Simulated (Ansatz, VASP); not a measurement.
# Re in VASP and in Ansatz

```
Re
1.0
     2.73657    0.00000    0.00000
    -1.36828    2.36994    0.00000
     0.00000    0.00000    4.42125
Re
2
Direct
  0.33333 0.66667 0.25000
  0.66667 0.33333 0.75000
```

Alike in both runs: functional LDA; k mesh 14 × 14 × 8; occupations fermi-dirac, width 0.05 eV; no spin polarisation.

Ansatz relaxed the structure, and its values are those at the end. VASP's run is a single point on that final structure, the one shown.

|  | VASP | Ansatz |
| --- | --- | --- |
| version | VASP 6.6.1 | Ansatz 0.2.0 |
| potentials or method | VASP PAW LDA potentials, release 64 (Re) | PAW with Ansatz's default frozen-core files, scalar-relativistic |
| plane-wave cutoff (eV) | 520 | 420 |
| valence electrons in the cell | 14 | 30 |

VASP gave:

| Property | Result |
| --- | --- |
| pressure (GPa) | 1.5 |

Q: Estimate Ansatz's values.

A: Pressure (GPa): 0.0.

LDA's correlation is that of Perdew and Zunger in VASP and of Perdew and Wang (1992) in Ansatz. VASP's potentials hold 14 valence electrons a cell and Ansatz's 30, so a difference there can come from the potentials and not from the codes.

Spin-orbit coupling is off throughout.
